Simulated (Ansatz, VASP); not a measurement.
Al: VASP beside Ansatz

```
CELL_PARAMETERS angstrom
-1.61751 1.61751 1.61751
1.61751 -1.61751 1.61751
3.23502 3.23502 0.00000
ATOMIC_POSITIONS crystal
Al 0.02035 0.92265 0.00000
Al 0.47965 0.57735 0.50000
```

Change from the starting cell: mode 1 frozen in at -0.224 Å and mode 5 at -0.092 Å (largest displacements).

Alike in both runs: task single point; functional PBE; k mesh 20 × 20 × 12; occupations gaussian, width 0.15 eV; no spin polarisation.

```csv
,VASP,Ansatz
version,VASP 6.6.1,Ansatz 0.2.0
potentials or method,"VASP PAW PBE potentials, release 64 (Al), cutoff 520 eV","scalar-relativistic, plane waves, PAW"
valence electrons in the cell,6,6
```

|  | VASP | Ansatz | Ansatz less VASP |
| --- | --- | --- | --- |
| gap on the k mesh at the Fermi level (eV) | none | none | - |
| pressure (GPa) | 0.4 | 0.4 | +0.02 |
| traceless stress, the component that is largest in VASP (GPa) | -1.39 | -1.40 | -0.008 |
| rms of the force components (eV/Å) | 0.187 | 0.187 | +0.0001 |

Atom by atom the forces differ by 0.000 eV/Å (rms over components). A gap of «none» marks a metal or a gap that the smearing closes. The functional is the same, so the differences come from potentials, cutoffs and numerics.
